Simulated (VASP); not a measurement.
# CdI2 (P-3m1) in VASP: notebook, part 3 of 3

VASP 6.6.1.

**5. Single point, PBE**

This run uses another cell than the first one, of 35.90 Å³/atom.

INCAR reads:

```
SYSTEM = CdI2
PREC     = Accurate       ! precision mode
ENCUT    = 500            ! plane-wave cutoff, eV
EDIFF    = 1E-6           ! SCF threshold, eV
ISMEAR   = -1             ! smearing method
SIGMA    = 0.02           ! smearing width, eV
LREAL    = .FALSE.        ! projectors in reciprocal space
LASPH    = .TRUE.         ! aspherical terms in the spheres
NELM     = 120            ! most SCF steps
ALGO     = Normal         ! electronic algorithm
ISIF     = 2              ! what is computed and relaxed
LWAVE    = .FALSE.        ! write WAVECAR
LCHARG   = .TRUE.         ! write CHGCAR
GGA      = PE             ! functional
LELF     = .TRUE.         ! ELF
LVHAR    = .TRUE.       
NBANDS   = 20             ! bands
GGA_COMPAT= .FALSE.
```

KPOINTS reads:

```
regular mesh
0
G
  12 12 4
  0 0 0
```

POSCAR reads:

```
CdI2
1.0
    4.2470087270      0.0000000000      0.0000000000
   -2.1235043635      3.6780174477      0.0000000000
    0.0000000000      0.0000000000      6.8950251662
Cd I
1 2
Direct
    0.0000000000      0.0000000000      0.0000000000
    0.3333333333      0.6666666667      0.2493934741
    0.6666666667      0.3333333333      0.7506065259
```

Potentials or basis: VASP PAW PBE potentials, release 64 (Cd, I).

The run is started by

```sh
cat potpaw_PBE.64/Cd/POTCAR potpaw_PBE.64/I/POTCAR > POTCAR
mpirun -np 1 vasp_std > vasp.out
```

OUTCAR:

```text
SYSTEM = CdI2
   PREC = Accurate
   ENCUT = 500
   EDIFF = 1E-6
   ISMEAR = -1
   LREAL = .FALSE.
   LASPH = .TRUE.
   NELM = 120
   ISIF = 2
   GGA = PE

 ion  position               nearest neighbor table
   1  0.000  0.000  0.000-   2 2.99   3 2.99   3 2.99   2 2.99   3 2.99   2 2.99
   2  0.333  0.667  0.249-   1 2.99   1 2.99   1 2.99
   3  0.667  0.333  0.751-   1 2.99   1 2.99   1 2.99

  LATTYP: Found a hexagonal cell.
 ALAT       =     4.2470087270
 C/A-ratio  =     1.6235015300

  Lattice vectors:

 A1 = (   4.2470087270,   0.0000000000,   0.0000000000)
 A2 = (  -2.1235043635,   3.6780174477,   0.0000000000)
 A3 = (   0.0000000000,   0.0000000000,   6.8950251662)

Analysis of symmetry for initial positions (statically):
=====================================================================
 Subroutine PRICEL returns:
 Original cell was already a primitive cell.

 Routine SETGRP: Setting up the symmetry group for a
 hexagonal supercell.

 Subroutine GETGRP returns: Found 12 space group operations
 (whereof 12 operations were pure point group operations)
 out of a pool of 24 trial point group operations.

The static configuration has the point symmetry D_3d.

Analysis of symmetry for dynamics (positions and initial velocities):
=====================================================================
 Subroutine PRICEL returns:
 Original cell was already a primitive cell.

 Routine SETGRP: Setting up the symmetry group for a
 hexagonal supercell.

 Subroutine GETGRP returns: Found 12 space group operations
 (whereof 12 operations were pure point group operations)
 out of a pool of 24 trial point group operations.

The dynamic configuration has the point symmetry D_3d.

 Subroutine INISYM returns: Found 12 space group operations
 (whereof 12 operations are pure point group operations),
 and found     1 'primitive' translations

----------------------------------------------------------------------------------------

                                     Primitive cell

  volume of cell :     107.7042

  direct lattice vectors                    reciprocal lattice vectors
     4.247008727  0.000000000  0.000000000     0.235459841  0.135942803  0.000000000
    -2.123504363  3.678017448  0.000000000     0.000000000  0.271885605  0.000000000
     0.000000000  0.000000000  6.895025166     0.000000000  0.000000000  0.145032103

  length of vectors
     4.247008727  4.247008727  6.895025166     0.271885605  0.271885605  0.145032103

  position of ions in fractional coordinates (direct lattice)
     0.000000000  0.000000000  0.000000000
     0.333333333  0.666666667  0.249393474
     0.666666667  0.333333333  0.750606526

  ion indices of the primitive-cell ions
   primitive index   ion index
                 1           1
                 2           2
                 3           3

----------------------------------------------------------------------------------------

 KPOINTS: regular mesh

Automatic generation of k-mesh.
 Grid dimensions read from file:
 generate k-points for:   12   12    4

 Generating k-lattice:

  Cartesian coordinates                     Fractional coordinates (reciprocal lattice)
     0.019621653  0.011328567  0.000000000     0.083333333  0.000000000  0.000000000
     0.000000000  0.022657134  0.000000000     0.000000000  0.083333333  0.000000000
     0.000000000  0.000000000  0.036258026     0.000000000  0.000000000  0.250000000

  Length of vectors
     0.022657134  0.022657134  0.036258026

  Shift w.r.t. Gamma in fractional coordinates (k-lattice)
     0.000000000  0.000000000  0.000000000

 Subroutine IBZKPT returns following result:
 ===========================================

 Found     69 irreducible k-points:

 Following reciprocal coordinates:
            Coordinates               Weight
  0.000000  0.000000  0.000000      1.000000
  0.083333  0.000000  0.000000      6.000000
  0.166667 -0.000000  0.000000      6.000000
  0.250000  0.000000  0.000000      6.000000
  0.333333  0.000000  0.000000      6.000000
  0.416667  0.000000  0.000000      6.000000
[... 16 lines left out ...]
  0.166667 -0.000000  0.250000      6.000000
  0.000000  0.166667  0.250000      6.000000
 [... further k-points ...]
   k-points           NKPTS =     69   k-points in BZ     NKDIM =     69   number of bands    NBANDS=     20
   number of dos      NEDOS =    301   number of ions     NIONS =      3
   total plane-waves  NPLWV =  51200
   dimension x,y,z NGX =    32 NGY =   32 NGZ =   50
   dimension x,y,z NGXF=    64 NGYF=   64 NGZF=  100
   ions per type =               1   2
   NGX,Y,Z   is equivalent  to a cutoff of  12.53, 12.53, 12.06 a.u.
   NGXF,Y,Z  is equivalent  to a cutoff of  25.05, 25.05, 24.11 a.u.
 SYSTEM =  CdI2
   PREC   = accura    normal or accurate (medium, high low for compatibility)
   ISTART =      0    job   : 0-new  1-cont  2-samecut
   ICHARG =      2    charge: 1-file 2-atom 10-const
   ISPIN  =      1    spin polarized calculation?
   LNONCOLLINEAR =      F non collinear calculations
   LSORBIT =      F    spin-orbit coupling
   LASPH  =      T    aspherical Exc in radial PAW
   ENCUT  =  500.0 eV  36.75 Ry    6.06 a.u.   7.74  7.74 12.57*2*pi/ulx,y,z
   NELM   =    120;   NELMIN=  2; NELMDL= -5     # of ELM steps
   EDIFF  = 0.1E-05   stopping-criterion for ELM
   LREAL  =      F    real-space projection
   EDIFFG = 0.1E-04   stopping-criterion for IOM
   NSW    =      0    number of steps for IOM
   IBRION =     -1    ionic relax: 0-MD 1-quasi-New 2-CG
   NFREE  =      0    steps in history (QN), initial steepest desc. (CG)
   ISIF   =      2    stress and relaxation
   ISYM   =      2    0-nonsym 1-usesym 2-fastsym
   POTIM  = 0.5000    time-step for ionic-motion
   TEBEG  =    0.0;   TEEND  =   0.0 temperature during run
   PSTRESS=    0.0 pullay stress
   NELECT =      26.0000    total number of electrons
   NUPDOWN=      -1.0000    fix difference up-down
   EMIN   =  10.00;   EMAX   =-10.00  energy-range for DOS
   EFERMI =   0.00;   METHOD = LEGACY
   ISMEAR =    -1;   SIGMA  =   0.02  broadening in eV -4-tet -1-fermi 0-gaus
   EFERMI_NEDOS =   21; number of points for ismear=-14 and -15
   IALGO  =     38    algorithm
   IMIX   =      4    mixing-type and parameters
     AMIX     =   0.40;   BMIX     =  1.00
     AMIX_MAG =   1.60;   BMIX_MAG =  1.00
  volume/ion in A,a.u.               =      35.90       242.27
  Fermi-wavevector in a.u.,A,eV,Ry     =   1.019346  1.926285 14.137359  1.039067
  Thomas-Fermi vector in A             =   2.152855
   LORBIT       =      0    0 simple, 1 ext, 2 COOP (PROOUT), +10 PAW based schemes
   GGA     = PE    functional components
   LHFCALC =     F    Hartree Fock is set to
   AEXX    =    0.0000 exact exchange contribution
   IVDW    =     0    specifies the selected vdW correction
   LEPSILON=     F    determine dielectric tensor
   LRPA    =     F    only Hartree local field effects (RPA)
 non-spin polarized calculation
  energy-cutoff  :      500.00
  volume of cell :      107.70
 maximum number of plane-waves:      2786
 NGX is ok and might be reduce to    32
   NGX = 15   NGY = 15   NGZ = 25

 number of electron      25.9999997 magnetization

 Free energy of the ion-electron system (eV)
  ---------------------------------------------------
  ext. energy  EPLUGINS =         0.00000000
  ---------------------------------------------------
  free energy    TOTEN  =        -5.49454439 eV

  energy without entropy =       -5.49454439  energy(sigma->0) =       -5.49454439

 E-fermi :   2.3918     XC(G=0):  -8.5415

 val. band max:        1.9705516692   @ k =   0.0833   0.0000   0.2500
 cond. band min:       4.3248789482   @ k =   0.5000   0.0000   0.5000
 fundamental gap:      2.3543272790
 Fermi energy:         2.3917753682

 k-point     1 :       0.0000    0.0000    0.0000
  band No.  band energies     occupation
      1     -10.1355      2.00000
      2      -9.4438      2.00000
      3      -5.6204      2.00000
      4      -5.6204      2.00000
      5      -5.5058      2.00000
      6      -5.4247      2.00000
[... 12 lines left out ...]
     19      11.0088      0.00000
     20      11.1222      0.00000
[... 507 lines left out ...]
 k-point    24 :       0.0000    0.1667    0.2500
  band No.  band energies     occupation
      1      -9.9450      2.00000
      2      -9.4984      2.00000
      3      -5.6021      2.00000
      4      -5.5696      2.00000
      5      -5.4727      2.00000
      6      -5.4310      2.00000
[... 12 lines left out ...]
     19      10.0422      0.00000
     20      10.7613      0.00000

 [... further k-points ...]

------------------------ aborting loop because EDIFF is reached ----------------------------------------

  FORCE on cell =-STRESS in cart. coord.  units (eV):
  Direction    XX          YY          ZZ          XY          YZ          ZX
  --------------------------------------------------------------------------------------
  -------------------------------------------------------------------------------------
  Total        1.1621845      1.1621845      1.0991901      0.0000000      0.0000000      0.0000000
  in kB       17.2883235     17.2883235     16.3512358      0.0000000      0.0000000      0.0000000
  external PRESSURE =      16.9759609 kB  Pullay stress =       0.0000000 kB

 VOLUME and BASIS-vectors are now :
 -----------------------------------------------------------------------------
  energy-cutoff  :      500.00
  volume of cell :      107.70
      direct lattice vectors                 reciprocal lattice vectors
     4.247008727  0.000000000  0.000000000     0.235459841  0.135942803  0.000000000
    -2.123504363  3.678017448  0.000000000     0.000000000  0.271885605  0.000000000
     0.000000000  0.000000000  6.895025166     0.000000000  0.000000000  0.145032103

 POSITION                                       TOTAL-FORCE (eV/Angst)
 -----------------------------------------------------------------------------------
      0.00000      0.00000      0.00000         0.000000      0.000000     -0.000000
     -0.00000      2.45201      1.71957        -0.000000      0.000000      0.090368
      2.12350      1.22601      5.17545         0.000000     -0.000000     -0.090368
 -----------------------------------------------------------------------------------
    total drift:                                0.000000     -0.000000      0.000000

  FREE ENERGIE OF THE ION-ELECTRON SYSTEM (eV)
  ---------------------------------------------------
  free  energy   TOTEN  =        -5.4945443891 eV

  energy  without entropy=       -5.4945443891  energy(sigma->0) =       -5.49454439
```

Wall time 58 s (1 thread of AMD EPYC 9R45 (Zen 5), shared host); peak memory 0.27 GiB.

What came out:

```
Free energy            : -5.4945 eV
Pressure               : 1.7 GPa
Largest force          : 0.090 eV/Å
Band gap on the k mesh : 2.35 eV (least direct gap 2.61 eV)
```

Forces on the atoms (eV/Å):
```
Cd   0.000  0.000  0.000
I    0.000  0.000  0.090
I    0.000  0.000 -0.090
```

Caveat: spin-orbit coupling is left out, which moves the levels of the heavy elements; this functional lacks dispersion, which binds the layers, so the pressure and a relaxed spacing across them are unreliable.

**6. The runs side by side**

| cell | gap on the mesh (eV) | pressure (GPa) | largest force (eV/Å) |
| --- | --- | --- | --- |
| a = 4.120, b = 4.120, c = 7.052 Å, angles 90.0, 90.0, 120.0°, 3 atoms, atomic positions A | 2.14 | 3.0 | 0.10 |
| a = 4.141, b = 4.141, c = 7.027 Å, angles 90.0, 90.0, 120.0°, 3 atoms, atomic positions A | 2.18 | 2.8 | 0.10 |
| a = 4.247, b = 4.247, c = 6.688 Å, angles 90.0, 90.0, 120.0°, 3 atoms, atomic positions B | 2.35 | 2.2 | 0.10 |
| a = 4.247, b = 4.247, c = 6.895 Å, angles 90.0, 90.0, 120.0°, 3 atoms, atomic positions C | 2.35 | 1.7 | 0.09 |

Alike in all rows: task single point; level PBE; potentials or basis VASP PAW PBE potentials, release 64 (Cd, I); no spin polarisation; k mesh 12 × 12 × 4; cutoff (eV) 500; smearing fermi-dirac 0.02 eV.

Caveats: spin-orbit coupling is left out, which moves the levels of the heavy elements; this functional lacks dispersion, which binds the layers, so the pressure and a relaxed spacing across them are unreliable.

Total energies depend on the potentials used, so only differences within one code and one set of settings carry meaning.
